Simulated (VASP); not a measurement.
Here is a VASP 6.6.1 calculation.

POSCAR

```
TaN
1.0
    0.0000000000      1.9328678739      1.9328678739
    1.9328678739      0.0000000000      1.9328678739
    1.9328678739      1.9328678739      0.0000000000
Ta N
1 1
Direct
    0.0000000000      0.0000000000      0.0000000000
    0.5000000000      0.5000000000      0.5000000000
```

Contents of INCAR.step1:

```
  PREC = Accurate
  ENCUT = 520
  ISMEAR = -1
  SIGMA = 0.05
  LREAL = F
  LASPH = T
  NELM = 100
  NBANDS = 15
  GGA = PE
  ALGO = Normal
  EDIFF = 1E-4
  LWAVE = T
  LCHARG = F
```

Contents of INCAR.step2:

```
  PREC = Accurate
  ENCUT = 520
  EDIFF = 1E-6
  ISMEAR = -1
  SIGMA = 0.05
  LREAL = F
  LASPH = T
  NELM = 100
  ALGO = Normal
  ISIF = 2
  LWAVE = F
  LCHARG = T
  METAGGA = R2SCAN
  LMIXTAU = T
  IVDW = 12
  VDW_S6 = 1.0
  VDW_S8 = 0.78981345
  VDW_A1 = 0.49484001
  VDW_A2 = 5.73083694
  LELF = T
  LVHAR = T
  NBANDS = 15
  ISTART = 1
```

File KPOINTS:

```
Automatic mesh
0
Gamma
  15 15 15
```

Potentials or basis: VASP PAW PBE potentials, release 64 (Ta_pv, N).

Launch:

```sh
$ cat potpaw_PBE.64/Ta_pv/POTCAR potpaw_PBE.64/N/POTCAR > POTCAR
$ cp INCAR.step1 INCAR
$ mpirun -np 1 vasp_std > vasp.out
$ cp INCAR.step2 INCAR
$ mpirun -np 1 vasp_std > vasp.out
```

(1) Estimate the band gap on the k mesh.

(2) Predict the dispersion energy per atom.

(3) Predict the pressure.

## Answers

(1) zero (band 8 reaches 17.78 eV, above the bottom of band 9 at 10.90 eV).

(2) -0.329 eV.

(3) 313.7 GPa.

Caveat: three body term missing; the PAW data sets were made with another functional, which shifts forces and pressure a little; spin-orbit coupling is left out, which moves the levels of the heavy elements; pairwise dispersion overbinds metals, which lowers pressure and volume.
